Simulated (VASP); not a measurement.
# Mg in VASP: single point with PBE

Aim: the single point of Mg with PBE.

All numbers are computed with VASP 6.6.1; they aren't measurements. Logs are shortened: lines on timing, memory, paths and dates and some standing lists are left out, and cuts for length are marked.

## (1) The cell of the first run

The cell holds a slab with vacuum, 16 atoms: a = 6.417 Å, b = 6.417 Å, c = 23.716 Å, α = 90.00°, β = 90.00°, γ = 120.00°.

## (2) Single point, PBE

Input file INCAR:

```
  PREC = Accurate
  ENCUT = 520
  EDIFF = 1E-7
  ISMEAR = 0
  SIGMA = 0.1
  LREAL = Auto
  LASPH = True
  NELM = 80
  ALGO = Fast
  ISIF = 2
  LWAVE = False
  LCHARG = True
  LDIPOL = True
  IDIPOL = 3
  DIPOL = 0.5 0.5 0.500
  GGA = PE
  LELF = True
  LVHAR = True
  LVACPOTAV = True
  NBANDS = 30
```

Input file KPOINTS:

```
regular mesh
0
Gamma
  4 4 1
```

Input file POSCAR:

```
Mg
1.0
    6.4169352694      0.0000000000      0.0000000000
   -3.2084676347      5.5572289578      0.0000000000
    0.0000000000      0.0000000000     23.7163319389
Mg
16
Direct
    0.3333333333      0.1666666667      0.3373202914
    0.3333333333      0.6666666667      0.3373202914
    0.8333333333      0.1666666667      0.3373202914
    0.8333333333      0.6666666667      0.3373202914
    0.1666666667      0.3333333333      0.4457734305
    0.1666666667      0.8333333333      0.4457734305
    0.6666666667      0.3333333333      0.4457734305
    0.6666666667      0.8333333333      0.4457734305
    0.3333333333      0.1666666667      0.5542265695
    0.3333333333      0.6666666667      0.5542265695
    0.8333333333      0.1666666667      0.5542265695
    0.8333333333      0.6666666667      0.5542265695
    0.1666666667      0.3333333333      0.6626797086
    0.1666666667      0.8333333333      0.6626797086
    0.6666666667      0.3333333333      0.6626797086
    0.6666666667      0.8333333333      0.6626797086
```

Potentials or basis: VASP PAW PBE potentials, release 64 (Mg).

Started as:

```sh
$ cat potpaw_PBE.64/Mg/POTCAR > POTCAR
$ mpirun -np 1 vasp_std > vasp.out
```

OUTCAR:

```text
PREC = Accurate
   ENCUT = 520
   EDIFF = 1E-7
   ISMEAR = 0
   LREAL = Auto
   LASPH = True
   NELM = 80
   ISIF = 2
   GGA = PE

 ion  position               nearest neighbor table
   1  0.333  0.167  0.337-   5 3.17   7 3.17   6 3.17   3 3.21   3 3.21   2 3.21   2 3.21   4 3.21
                             4 3.21
   2  0.333  0.667  0.337-   6 3.17   8 3.17   5 3.17   4 3.21   4 3.21   3 3.21   1 3.21   1 3.21
                             3 3.21
   3  0.833  0.167  0.337-   7 3.17   5 3.17   8 3.17   1 3.21   1 3.21   2 3.21   4 3.21   4 3.21
                             2 3.21
   4  0.833  0.667  0.337-   8 3.17   6 3.17   7 3.17   2 3.21   2 3.21   1 3.21   3 3.21   3 3.21
                             1 3.21
   5  0.167  0.333  0.446-   9 3.17  11 3.17  10 3.17   1 3.17   3 3.17   2 3.17   7 3.21   7 3.21
                             6 3.21   6 3.21   8 3.21   8 3.21
   6  0.167  0.833  0.446-  10 3.17  12 3.17   9 3.17   2 3.17   4 3.17   1 3.17   8 3.21   8 3.21
                             7 3.21   5 3.21   5 3.21   7 3.21
   7  0.667  0.333  0.446-  11 3.17   9 3.17  12 3.17   3 3.17   1 3.17   4 3.17   5 3.21   5 3.21
                             6 3.21   8 3.21   8 3.21   6 3.21
   8  0.667  0.833  0.446-  12 3.17  10 3.17  11 3.17   4 3.17   2 3.17   3 3.17   6 3.21   6 3.21
                             5 3.21   7 3.21   7 3.21   5 3.21
   9  0.333  0.167  0.554-   5 3.17   7 3.17   6 3.17  13 3.17  15 3.17  14 3.17  11 3.21  11 3.21
                            10 3.21  10 3.21  12 3.21  12 3.21
  10  0.333  0.667  0.554-   6 3.17   8 3.17   5 3.17  14 3.17  16 3.17  13 3.17  12 3.21  12 3.21
                            11 3.21   9 3.21   9 3.21  11 3.21
  11  0.833  0.167  0.554-   7 3.17   5 3.17   8 3.17  15 3.17  13 3.17  16 3.17   9 3.21   9 3.21
                            10 3.21  12 3.21  12 3.21  10 3.21
[... 15 lines left out ...]
  Lattice vectors:

 A1 = (   6.4169352694,   0.0000000000,   0.0000000000)
 A2 = (  -3.2084676347,   5.5572289578,   0.0000000000)
 A3 = (   0.0000000000,   0.0000000000,  23.7163319389)

Analysis of symmetry for initial positions (statically):
=====================================================================
 Subroutine PRICEL returns following result:

  LATTYP: Found a hexagonal cell.
 ALAT       =     3.2084676347
 C/A-ratio  =     7.3917940397

  Lattice vectors:

 A1 = (   3.2084676347,   0.0000000000,   0.0000000000)
 A2 = (  -1.6042338173,   2.7786144789,   0.0000000000)
 A3 = (   0.0000000000,   0.0000000000,  23.7163319389)

   4 primitive cells build up your supercell.

 Routine SETGRP: Setting up the symmetry group for a
 hexagonal supercell.

 Subroutine GETGRP returns: Found 12 space group operations
 (whereof 12 operations were pure point group operations)
 out of a pool of 24 trial point group operations.

The static configuration has the point symmetry D_3d.

Analysis of symmetry for dynamics (positions and initial velocities):
=====================================================================
 Subroutine PRICEL returns following result:

  LATTYP: Found a hexagonal cell.
 ALAT       =     3.2084676347
 C/A-ratio  =     7.3917940397

  Lattice vectors:

 A1 = (   3.2084676347,   0.0000000000,   0.0000000000)
 A2 = (  -1.6042338173,   2.7786144789,   0.0000000000)
 A3 = (   0.0000000000,   0.0000000000,  23.7163319389)

   4 primitive cells build up your supercell.

 Routine SETGRP: Setting up the symmetry group for a
 hexagonal supercell.

 Subroutine GETGRP returns: Found 12 space group operations
 (whereof 12 operations were pure point group operations)
 out of a pool of 24 trial point group operations.

The dynamic configuration has the point symmetry D_3d.

 Subroutine INISYM returns: Found 12 space group operations
 (whereof 12 operations are pure point group operations),
 and found     4 'primitive' translations

----------------------------------------------------------------------------------------

                                     Primitive cell

  volume of cell :     211.4333

  direct lattice vectors                    reciprocal lattice vectors
     3.208467635  0.000000000  0.000000000     0.311675265  0.179945798  0.000000000
    -1.604233817  2.778614479  0.000000000     0.000000000  0.359891596  0.000000000
     0.000000000  0.000000000 23.716331939     0.000000000  0.000000000  0.042165036

  length of vectors
     3.208467635  3.208467635 23.716331939     0.359891596  0.359891596  0.042165036

  position of ions in fractional coordinates (direct lattice)
     0.666666667  0.333333333  0.337320291
     0.333333333  0.666666667  0.445773430
     0.666666667  0.333333333  0.554226570
     0.333333333  0.666666667  0.662679709

  ion indices of the primitive-cell ions
   primitive index   ion index
                 1           1
                 2           5
                 3           9
                 4          13

----------------------------------------------------------------------------------------

 KPOINTS: regular mesh

Automatic generation of k-mesh.
 Grid dimensions read from file:
 generate k-points for:    4    4    1

 Generating k-lattice:

  Cartesian coordinates                     Fractional coordinates (reciprocal lattice)
     0.038959408  0.022493225  0.000000000     0.250000000  0.000000000  0.000000000
     0.000000000  0.044986450  0.000000000     0.000000000  0.250000000  0.000000000
     0.000000000  0.000000000  0.042165036     0.000000000  0.000000000  1.000000000

  Length of vectors
     0.044986450  0.044986450  0.042165036

  Shift w.r.t. Gamma in fractional coordinates (k-lattice)
     0.000000000  0.000000000  0.000000000

 Subroutine IBZKPT returns following result:
 ===========================================

 Found      4 irreducible k-points:

 Following reciprocal coordinates:
            Coordinates               Weight
  0.000000  0.000000  0.000000      1.000000
  0.250000 -0.000000  0.000000      6.000000
  0.500000 -0.000000  0.000000      3.000000
  0.250000  0.250000  0.000000      6.000000
   k-points           NKPTS =      4   k-points in BZ     NKDIM =      4   number of bands    NBANDS=     30
   number of dos      NEDOS =    301   number of ions     NIONS =     16
   total plane-waves  NPLWV = 414720
   dimension x,y,z NGX =    48 NGY =   48 NGZ =  180
   dimension x,y,z NGXF=    96 NGYF=   96 NGZF=  360
   ions per type =              16
   NGX,Y,Z   is equivalent  to a cutoff of  12.44, 12.44, 12.62 a.u.
   NGXF,Y,Z  is equivalent  to a cutoff of  24.87, 24.87, 25.24 a.u.
 SYSTEM =  unknown system
   PREC   = accura    normal or accurate (medium, high low for compatibility)
   ISTART =      0    job   : 0-new  1-cont  2-samecut
   ICHARG =      2    charge: 1-file 2-atom 10-const
   ISPIN  =      1    spin polarized calculation?
   LNONCOLLINEAR =      F non collinear calculations
   LSORBIT =      F    spin-orbit coupling
   LASPH  =      T    aspherical Exc in radial PAW
   ENCUT  =  520.0 eV  38.22 Ry    6.18 a.u.  11.93 11.93 44.10*2*pi/ulx,y,z
   NELM   =     80;   NELMIN=  2; NELMDL= -5     # of ELM steps
   EDIFF  = 0.1E-06   stopping-criterion for ELM
   LREAL  =      T    real-space projection
   EDIFFG = 0.1E-05   stopping-criterion for IOM
   NSW    =      0    number of steps for IOM
   IBRION =     -1    ionic relax: 0-MD 1-quasi-New 2-CG
   NFREE  =      0    steps in history (QN), initial steepest desc. (CG)
   ISIF   =      2    stress and relaxation
   ISYM   =      2    0-nonsym 1-usesym 2-fastsym
   POTIM  = 0.5000    time-step for ionic-motion
   TEBEG  =    0.0;   TEEND  =   0.0 temperature during run
   PSTRESS=    0.0 pullay stress
   NELECT =      32.0000    total number of electrons
   NUPDOWN=      -1.0000    fix difference up-down
   EMIN   =  10.00;   EMAX   =-10.00  energy-range for DOS
   EFERMI =   0.00;   METHOD = LEGACY
   ISMEAR =     0;   SIGMA  =   0.10  broadening in eV -4-tet -1-fermi 0-gaus
   EFERMI_NEDOS =   21; number of points for ismear=-14 and -15
   IALGO  =     68    algorithm
   IMIX   =      4    mixing-type and parameters
     AMIX     =   0.40;   BMIX     =  1.00
     AMIX_MAG =   1.60;   BMIX_MAG =  1.00
  volume/ion in A,a.u.               =      52.86       356.71
  Fermi-wavevector in a.u.,A,eV,Ry     =   0.549600  1.038594  4.109783  0.302061
  Thomas-Fermi vector in A             =   1.580802
   LORBIT       =      0    0 simple, 1 ext, 2 COOP (PROOUT), +10 PAW based schemes
   GGA     = PE    functional components
   LHFCALC =     F    Hartree Fock is set to
   AEXX    =    0.0000 exact exchange contribution
   IVDW    =     0    specifies the selected vdW correction
   LEPSILON=     F    determine dielectric tensor
   LRPA    =     F    only Hartree local field effects (RPA)
 non-spin polarized calculation
 RMM-DIIS sequential band-by-band and
 Gauss-broadening in eV      SIGMA  =   0.10
  energy-cutoff  :      520.00
  volume of cell :      845.73
 maximum number of plane-waves:     22810
 NGX is ok and might be reduce to    48
   NGX = 23   NGY = 23   NGZ = 89

 dipolmoment           0.000000      0.000000     -0.000000 electrons x Angstroem

 number of electron      32.0000000 magnetization

 dipolmoment           0.000000      0.000000      0.000000 electrons x Angstroem

 Free energy of the ion-electron system (eV)
  ---------------------------------------------------
  ext. energy  EPLUGINS =         0.00000000
  ---------------------------------------------------
  free energy    TOTEN  =       -21.71971086 eV

  energy without entropy =      -21.66913517  energy(sigma->0) =      -21.69442302

 E-fermi :  -1.0042     XC(G=0):  -4.4139

 val. band max:       -1.0274509221   @ k =   0.2500  -0.0000   0.0000
 cond. band min:      -0.9708570897   @ k =   0.2500   0.2500   0.0000
 fundamental gap:      0.0565938324
 Fermi energy:        -1.0041964033

 k-point     1 :       0.0000    0.0000    0.0000
  band No.  band energies     occupation
      1      -7.4465      2.00000
      2      -6.6510      2.00000
      3      -5.3422      2.00000
      4      -3.5618      2.00000
      5      -2.7083      2.00000
      6      -2.7083      2.00000
[... 113 lines left out ...]
     27       1.8875      0.00000
     28       2.3442      0.00000
 [bands above 28 left out]

------------------------ aborting loop because EDIFF is reached ----------------------------------------

  FORCE on cell =-STRESS in cart. coord.  units (eV):
  Direction    XX          YY          ZZ          XY          YZ          ZX
  --------------------------------------------------------------------------------------
  -------------------------------------------------------------------------------------
  Total       -3.0286327     -3.0286327     -0.6583537      0.0000000      0.0000000      0.0000000
  in kB       -5.7375135     -5.7375135     -1.2472008      0.0000000      0.0000000      0.0000000
  external PRESSURE =      -4.2407426 kB  Pullay stress =       0.0000000 kB

 VOLUME and BASIS-vectors are now :
 -----------------------------------------------------------------------------
  energy-cutoff  :      520.00
  volume of cell :      845.73
      direct lattice vectors                 reciprocal lattice vectors
     6.416935269  0.000000000  0.000000000     0.155837632  0.089972899  0.000000000
    -3.208467635  5.557228958  0.000000000     0.000000000  0.179945798  0.000000000
     0.000000000  0.000000000 23.716331939     0.000000000  0.000000000  0.042165036

 POSITION                                       TOTAL-FORCE (eV/Angst)
 -----------------------------------------------------------------------------------
      1.60423      0.92620      8.00000         0.000000      0.000000      0.015495
     -0.00000      3.70482      8.00000         0.000000     -0.000000      0.015495
      4.81270      0.92620      8.00000         0.000000      0.000000      0.015495
      3.20847      3.70482      8.00000         0.000000      0.000000      0.015495
      0.00000      1.85241     10.57211         0.000000     -0.000000      0.015383
     -1.60423      4.63102     10.57211         0.000000      0.000000      0.015383
[... 8 lines left out ...]
      3.20847      1.85241     15.71633        -0.000000      0.000000     -0.015495
      1.60423      4.63102     15.71633         0.000000     -0.000000     -0.015495
 -----------------------------------------------------------------------------------
    total drift:                                0.000000      0.000000     -0.000000

  FREE ENERGIE OF THE ION-ELECTRON SYSTEM (eV)
  ---------------------------------------------------
  free  energy   TOTEN  =       -21.7197108648 eV

  energy  without entropy=      -21.6691351672  energy(sigma->0) =      -21.69442302

 vacuum level on the upper side and lower side of the slab         2.764         2.764
```

Wall time 8 min (1 thread of Intel Xeon 8259CL, shared host); peak memory 0.77 GiB.

What came out:

```
Free energy            : -21.7197 eV
Largest force          : 0.015 eV/Å
Band gap on the k mesh : zero (bands 16 and 17 overlap by 1.14 eV)
```

Forces on the atoms (eV/Å):
```
Mg   0.000  0.000  0.015
Mg   0.000  0.000  0.015
Mg   0.000  0.000  0.015
Mg   0.000  0.000  0.015
Mg   0.000  0.000  0.015
Mg   0.000  0.000  0.015
Mg   0.000  0.000  0.015
Mg   0.000  0.000  0.015
Mg   0.000  0.000 -0.015
Mg   0.000  0.000 -0.015
Mg   0.000  0.000 -0.015
Mg   0.000  0.000 -0.015
Mg   0.000  0.000 -0.015
Mg   0.000  0.000 -0.015
Mg   0.000  0.000 -0.015
Mg   0.000  0.000 -0.015
```

Levels at points of the mesh, in eV from the Fermi level:
```csv
k point,band 12,band 13,band 14,band 15,band 16,band 17,band 18,band 19,band 20,band 21
"(0.00, 0.00, 0.00)",-0.99,-0.99,-0.93,-0.93,-0.93,-0.82,0.39,0.39,0.39,0.52
"(0.50, 0.00, 0.00)",-1.38,-0.82,-0.82,0.32,0.32,0.74,0.74,1.71,1.71,2.07
```
